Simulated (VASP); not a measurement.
# TePb (Immm) in VASP: further runs

TePb is run at these levels: PBE; tasks: single point.

Program: VASP 6.6.1. These are calculated values, not measurements. Logs are shortened: lines on timing, memory, paths and dates and some standing lists are left out, and cuts for length are marked.

### Step 1. The cell of the first run

Symmetry: Immm, No. 71, orthorhombic system. The conventional cell has a = 4.506 Å, b = 4.680 Å, c = 6.619 Å, α = 90.00°, β = 90.00°, γ = 90.00°. Te (site symmetry mmm) has 6 Pb at 3.25 to 3.31 Å within 4.3 Å. Pb (site symmetry mmm) has 6 Te at 3.25 to 3.31 Å within 4.3 Å.

### Step 2. Single point, PBE (uniaxial strain along a: -3.0 %)

Input file INCAR:

```
SYSTEM = TePb
PREC     = Accurate       ! precision mode
ENCUT    = 520            ! plane-wave cutoff, eV
EDIFF    = 1E-7           ! SCF threshold, eV
ISMEAR   = 0              ! smearing method
SIGMA    = 0.02           ! smearing width, eV
LREAL    = .False.        ! projectors in reciprocal space
LASPH    = .True.         ! aspherical terms in the spheres
NELM     = 100            ! most SCF steps
ALGO     = Normal         ! electronic algorithm
ISIF     = 2              ! what is computed and relaxed
LWAVE    = .False.        ! write WAVECAR
LCHARG   = .False.        ! write CHGCAR
GGA      = PE             ! functional
NBANDS   = 28             ! bands
```

Input file KPOINTS:

```
Automatic mesh
0
Gamma
  6 6 4
  0 0 0
```

Input file POSCAR:

```
TePb
1.0
    3.1862607640      3.1862607640      0.0000000000
   -3.3094409482      3.3094409482      0.0000000000
    0.0000000000      0.0000000000      6.6188818963
Te Pb
2 2
Direct
    0.0000000000      0.0000000000      0.0000000000
    0.5000000000      0.5000000000      0.5000000000
    0.5000000000      0.5000000000      0.0000000000
    0.0000000000      0.0000000000      0.5000000000
```

Potentials or basis: VASP PAW PBE potentials, release 64 (Te, Pb_d).

Run with:

```bash
cat potpaw_PBE.64/Te/POTCAR potpaw_PBE.64/Pb_d/POTCAR > POTCAR
mpirun -np 1 vasp_std > vasp.out
```

OUTCAR:

```text
SYSTEM = TePb
   PREC = Accurate
   ENCUT = 520
   EDIFF = 1E-7
   ISMEAR = 0
   LREAL = .False.
   LASPH = .True.
   NELM = 100
   ISIF = 2
   GGA = PE

 ion  position               nearest neighbor table
   1  0.000  0.000  0.000-   3 3.25   3 3.25   3 3.25   3 3.25   4 3.31   4 3.31
   2  0.500  0.500  0.500-   4 3.25   4 3.25   4 3.25   4 3.25   3 3.31   3 3.31
   3  0.500  0.500  0.000-   1 3.25   1 3.25   1 3.25   1 3.25   2 3.31   2 3.31
   4  0.000  0.000  0.500-   2 3.25   2 3.25   2 3.25   2 3.25   1 3.31   1 3.31

  LATTYP: Found a simple orthorhombic cell.
 ALAT       =     4.5060531857
 B/A-ratio  =     1.0386597938
 C/A-ratio  =     1.4688867671

  Lattice vectors:

 A1 = (   3.1862607640,   3.1862607640,   0.0000000000)
 A2 = (  -3.3094409482,   3.3094409482,   0.0000000000)
 A3 = (   0.0000000000,   0.0000000000,   6.6188818963)

Analysis of symmetry for initial positions (statically):
=====================================================================
 Subroutine PRICEL returns following result:

  LATTYP: Found a body centered orthorhombic cell.
 ALAT       =     4.5060531857
 B/A-ratio  =     1.0386597938
 C/A-ratio  =     1.4688867671

  Lattice vectors:

 A1 = (   0.0615900921,  -3.2478508561,  -3.3094409482)
 A2 = (  -0.0615900921,   3.2478508561,  -3.3094409482)
 A3 = (   3.2478508561,  -0.0615900921,   3.3094409482)

   2 primitive cells build up your supercell.

 Routine SETGRP: Setting up the symmetry group for a
 simple orthorhombic supercell.

 Subroutine GETGRP returns: Found  8 space group operations
 (whereof  8 operations were pure point group operations)
 out of a pool of  8 trial point group operations.

The static configuration has the point symmetry D_2h.

Analysis of symmetry for dynamics (positions and initial velocities):
=====================================================================
 Subroutine PRICEL returns following result:

  LATTYP: Found a body centered orthorhombic cell.
 ALAT       =     4.5060531857
 B/A-ratio  =     1.0386597938
 C/A-ratio  =     1.4688867671

  Lattice vectors:

 A1 = (   0.0615900921,  -3.2478508561,  -3.3094409482)
 A2 = (  -0.0615900921,   3.2478508561,  -3.3094409482)
 A3 = (   3.2478508561,  -0.0615900921,   3.3094409482)

   2 primitive cells build up your supercell.

[... 103 lines left out ...]
   LSORBIT =      F    spin-orbit coupling
   LASPH  =      T    aspherical Exc in radial PAW
   ENCUT  =  520.0 eV  38.22 Ry    6.18 a.u.   8.38  8.70 12.31*2*pi/ulx,y,z
   NELM   =    100;   NELMIN=  2; NELMDL= -5     # of ELM steps
   EDIFF  = 0.1E-06   stopping-criterion for ELM
   LREAL  =      F    real-space projection
   EDIFFG = 0.1E-05   stopping-criterion for IOM
   NSW    =      0    number of steps for IOM
   IBRION =     -1    ionic relax: 0-MD 1-quasi-New 2-CG
   NFREE  =      0    steps in history (QN), initial steepest desc. (CG)
   ISIF   =      2    stress and relaxation
   ISYM   =      2    0-nonsym 1-usesym 2-fastsym
   POTIM  = 0.5000    time-step for ionic-motion
   TEBEG  =    0.0;   TEEND  =   0.0 temperature during run
   PSTRESS=    0.0 pullay stress
   NELECT =      40.0000    total number of electrons
   NUPDOWN=      -1.0000    fix difference up-down
   EMIN   =  10.00;   EMAX   =-10.00  energy-range for DOS
   EFERMI =   0.00;   METHOD = LEGACY
   ISMEAR =     0;   SIGMA  =   0.02  broadening in eV -4-tet -1-fermi 0-gaus
   EFERMI_NEDOS =   21; number of points for ismear=-14 and -15
   IALGO  =     38    algorithm
   IMIX   =      4    mixing-type and parameters
     AMIX     =   0.40;   BMIX     =  1.00
     AMIX_MAG =   1.60;   BMIX_MAG =  1.00
  volume/ion in A,a.u.               =      34.90       235.50
  Fermi-wavevector in a.u.,A,eV,Ry     =   1.079306  2.039593 15.849450  1.164902
  Thomas-Fermi vector in A             =   2.215268
   LORBIT       =      0    0 simple, 1 ext, 2 COOP (PROOUT), +10 PAW based schemes
   GGA     = PE    functional components
   LHFCALC =     F    Hartree Fock is set to
   AEXX    =    0.0000 exact exchange contribution
   IVDW    =     0    specifies the selected vdW correction
   LEPSILON=     F    determine dielectric tensor
   LRPA    =     F    only Hartree local field effects (RPA)
 non-spin polarized calculation
 Gauss-broadening in eV      SIGMA  =   0.02
  energy-cutoff  :      520.00
  volume of cell :      139.59
 maximum number of plane-waves:      3796
 NGX is ok and might be reduce to    36
   NGX = 17   NGY = 17   NGZ = 25

 number of electron      39.9999997 magnetization

 Free energy of the ion-electron system (eV)
  ---------------------------------------------------
  ext. energy  EPLUGINS =         0.00000000
  ---------------------------------------------------
  free energy    TOTEN  =       -15.02051396 eV

  energy without entropy =      -15.02051396  energy(sigma->0) =      -15.02051396

 E-fermi :   5.4416     XC(G=0):  -9.1482

 val. band max:        5.2900776315   @ k =   0.0000   0.5000   0.5000
 cond. band min:       5.8956937894   @ k =   0.5000   0.0000   0.5000
 fundamental gap:      0.6056161578
 Fermi energy:         5.4416429011

 k-point     1 :       0.0000    0.0000    0.0000
  band No.  band energies     occupation
      1     -11.5348      2.00000
      2     -11.4874      2.00000
      3     -11.4778      2.00000
      4     -11.4778      2.00000
      5     -11.4759      2.00000
      6     -11.4746      2.00000
[... 733 lines left out ...]
     27      10.9689      0.00000
     28      10.9689      0.00000

 [... further k-points ...]

------------------------ aborting loop because EDIFF is reached ----------------------------------------

  FORCE on cell =-STRESS in cart. coord.  units (eV):
  Direction    XX          YY          ZZ          XY          YZ          ZX
  --------------------------------------------------------------------------------------
  -------------------------------------------------------------------------------------
  Total        1.0305813      1.0305813     -0.4819120      0.4737752      0.0000000      0.0000000
  in kB       11.8288428     11.8288428     -5.5313067      5.4379143      0.0000000      0.0000000
  external PRESSURE =       6.0421263 kB  Pullay stress =       0.0000000 kB

 VOLUME and BASIS-vectors are now :
 -----------------------------------------------------------------------------
  energy-cutoff  :      520.00
  volume of cell :      139.59
      direct lattice vectors                 reciprocal lattice vectors
     3.186260764  3.186260764  0.000000000     0.156923754  0.156923754  0.000000000
    -3.309440948  3.309440948  0.000000000    -0.151082919  0.151082919  0.000000000
     0.000000000  0.000000000  6.618881896     0.000000000  0.000000000  0.151082919

 POSITION                                       TOTAL-FORCE (eV/Angst)
 -----------------------------------------------------------------------------------
      0.00000      0.00000      0.00000        -0.000000      0.000000     -0.000000
     -0.06159      3.24785      3.30944        -0.000000      0.000000     -0.000000
     -0.06159      3.24785      0.00000         0.000000     -0.000000      0.000000
      0.00000      0.00000      3.30944        -0.000000      0.000000     -0.000000
 -----------------------------------------------------------------------------------
    total drift:                               -0.000000      0.000000      0.000000

  FREE ENERGIE OF THE ION-ELECTRON SYSTEM (eV)
  ---------------------------------------------------
  free  energy   TOTEN  =       -15.0205139552 eV

  energy  without entropy=      -15.0205139552  energy(sigma->0) =      -15.02051396
```

It took 1.7 min on 1 thread of AMD EPYC 9R45 (Zen 5), shared host; peak memory 0.3 GiB.

Results:

```
Free energy            : -15.0205 eV
Pressure               : 0.6 GPa
Band gap on the k mesh : 0.61 eV
```

Caveat: the cell differs from its parent crystal (uniaxial strain along a: -3.0 %); spin-orbit coupling is left out, which moves the levels of the heavy elements. A k mesh can miss the band edges.

### Step 3. Single point, PBE (uniaxial strain along a: -3.0 %, then relaxed in part)

Input file INCAR:

```
PREC     = Accurate       # precision mode
ENCUT    = 520            # plane-wave cutoff, eV
EDIFF    = 1E-6           # SCF threshold, eV
ISMEAR   = 0              # smearing method
SIGMA    = 0.02           # smearing width, eV
LREAL    = F              # projectors in reciprocal space
LASPH    = T              # aspherical terms in the spheres
NELM     = 100            # most SCF steps
ALGO     = Normal         # electronic algorithm
ISIF     = 2              # what is computed and relaxed
LWAVE    = F              # write WAVECAR
LCHARG   = T              # write CHGCAR
GGA      = PE             # functional
LELF     = T              # ELF
LVHAR    = T            
NBANDS   = 28             # bands
```

Input file KPOINTS:

```
Automatic mesh
0
Gamma
  6 6 4
```

POSCAR, as its differences from that of step 2:

```diff
@@ -3,4 +3,4 @@
     3.1862607640      3.1862607640      0.0000000000
-   -3.3094409482      3.3094409482      0.0000000000
-    0.0000000000      0.0000000000      6.6188818963
+   -3.3401565448      3.3401565448      0.0000000000
+    0.0000000000      0.0000000000      6.5831407213
 Te Pb
```

Potentials or basis: VASP PAW PBE potentials, release 64 (Te, Pb_d).

Run with:

```bash
cat potpaw_PBE.64/Te/POTCAR potpaw_PBE.64/Pb_d/POTCAR > POTCAR
mpirun -np 1 vasp_std > vasp.out
```

OUTCAR:

```text
PREC = Accurate
   ENCUT = 520
   EDIFF = 1E-6
   ISMEAR = 0
   LREAL = F
   LASPH = T
   NELM = 100
   ISIF = 2
   GGA = PE

 ion  position               nearest neighbor table
   1  0.000  0.000  0.000-   3 3.26   3 3.26   3 3.26   3 3.26   4 3.29   4 3.29
   2  0.500  0.500  0.500-   4 3.26   4 3.26   4 3.26   4 3.26   3 3.29   3 3.29
   3  0.500  0.500  0.000-   1 3.26   1 3.26   1 3.26   1 3.26   2 3.29   2 3.29
   4  0.000  0.000  0.500-   2 3.26   2 3.26   2 3.26   2 3.26   1 3.29   1 3.29

[... 959 lines left out ...]
     28      10.9195      0.00000

 [... further k-points ...]
[... 5 lines left out ...]
  --------------------------------------------------------------------------------------
  -------------------------------------------------------------------------------------
  Total        0.5555977      0.5555977     -0.0343215      0.5894874      0.0000000      0.0000000
  in kB        6.3527203      6.3527203     -0.3924325      6.7402159      0.0000000      0.0000000
  external PRESSURE =       4.1043360 kB  Pullay stress =       0.0000000 kB

 VOLUME and BASIS-vectors are now :
 -----------------------------------------------------------------------------
  energy-cutoff  :      520.00
  volume of cell :      140.12
      direct lattice vectors                 reciprocal lattice vectors
     3.186260764  3.186260764  0.000000000     0.156923754  0.156923754  0.000000000
    -3.340156545  3.340156545  0.000000000    -0.149693583  0.149693583  0.000000000
     0.000000000  0.000000000  6.583140721     0.000000000  0.000000000  0.151903178

 POSITION                                       TOTAL-FORCE (eV/Angst)
 -----------------------------------------------------------------------------------
      0.00000      0.00000      0.00000         0.000000     -0.000000     -0.000000
     -0.07695      3.26321      3.29157         0.000000     -0.000000     -0.000000
     -0.07695      3.26321      0.00000        -0.000000      0.000000      0.000000
      0.00000      0.00000      3.29157        -0.000000      0.000000      0.000000
 -----------------------------------------------------------------------------------
    total drift:                               -0.000000      0.000000      0.000000

  FREE ENERGIE OF THE ION-ELECTRON SYSTEM (eV)
  ---------------------------------------------------
  free  energy   TOTEN  =       -15.0244463555 eV

  energy  without entropy=      -15.0244463555  energy(sigma->0) =      -15.02444636
```

OSZICAR:

```text
N       E                     dE             d eps       ncg     rms          rms(c)
DAV:   1     0.377781049164E+03    0.37778E+03   -0.17656E+04  2688   0.138E+03
DAV:   2     0.215165062233E+02   -0.35626E+03   -0.34686E+03  2732   0.368E+02
DAV:   3    -0.137466292492E+02   -0.35263E+02   -0.34508E+02  3484   0.133E+02
DAV:   4    -0.152360053099E+02   -0.14894E+01   -0.14858E+01  3216   0.301E+01
DAV:   5    -0.153054317956E+02   -0.69426E-01   -0.69421E-01  3612   0.642E+00    0.437E+00
DAV:   6    -0.150268136895E+02    0.27862E+00   -0.60673E-01  3640   0.448E+00    0.275E+00
DAV:   7    -0.150218054491E+02    0.50082E-02   -0.22429E-01  3588   0.187E+00    0.115E+00
DAV:   8    -0.150240954608E+02   -0.22900E-02   -0.26014E-02  3052   0.125E+00    0.338E-01
DAV:   9    -0.150244238093E+02   -0.32835E-03   -0.27335E-03  3328   0.428E-01    0.100E-01
DAV:  10    -0.150244229153E+02    0.89396E-06   -0.56167E-04  3020   0.180E-01    0.324E-02
DAV:  11    -0.150244598499E+02   -0.36935E-04   -0.27009E-04  3312   0.107E-01    0.527E-02
DAV:  12    -0.150244504889E+02    0.93610E-05   -0.26369E-05  2888   0.286E-02    0.322E-02
DAV:  13    -0.150244473353E+02    0.31536E-05   -0.47237E-06  2628   0.118E-02    0.107E-02
DAV:  14    -0.150244463009E+02    0.10344E-05   -0.66918E-06  2876   0.187E-02    0.708E-04
DAV:  15    -0.150244463555E+02   -0.54573E-07   -0.10460E-06  1680   0.483E-03
   1 F= -.15024446E+02 E0= -.15024446E+02  d E =-.277373E-29
```

stdout:

```text
POSCAR found type information on POSCAR TePb
 POSCAR found :  2 types and       4 ions
 scaLAPACK will be used
 LDA part: xc-table for (Slater+PW92), standard interpolation
 POSCAR, INCAR and KPOINTS ok, starting setup
 FFT: planning ... GRIDC
 FFT: planning ... GRID_SOFT
 FFT: planning ... GRID
 WAVECAR not read
 entering main loop
```

It took 97 s on 1 thread of AMD EPYC 9R45 (Zen 5), shared host; peak memory 0.31 GiB.

Results:

- Free energy: -15.0244 eV
- Pressure: 0.4 GPa
- Band gap on the k mesh: 0.57 eV

Levels at points of the mesh, in eV from the valence-band top:
```tsv
k point	band 17	band 18	band 19	band 20	band 21	band 22	band 23	band 24
(0.00, 0.00, 0.00)	-2.44	-1.52	-1.26	-1.13	3.39	3.80	3.94	4.07
(0.50, 0.00, 0.00)	-1.14	-1.14	-0.78	-0.78	1.38	1.38	1.58	1.58
(0.00, 0.50, 0.00)	-0.89	-0.89	-0.46	-0.46	1.76	1.76	1.89	1.89
(0.50, 0.50, 0.00)	-2.73	-2.73	-2.64	-2.64	3.34	3.34	5.12	5.12
(0.00, 0.00, 0.50)	-1.85	-1.85	-1.43	-1.43	2.43	2.43	4.13	4.13
(0.50, 0.00, 0.50)	-0.90	-0.90	-0.21	-0.21	0.57	0.57	1.12	1.12
(0.00, 0.50, 0.50)	-0.73	-0.73	0.00	0.00	0.76	0.76	1.32	1.32
(0.50, 0.50, 0.50)	-3.64	-3.64	-0.44	-0.44	1.58	1.58	4.99	4.99
```

Caveat: the cell differs from its parent crystal (uniaxial strain along a: -3.0 %, then relaxed in part); spin-orbit coupling is left out, which moves the levels of the heavy elements.

(Continued in part 2 of 2.)
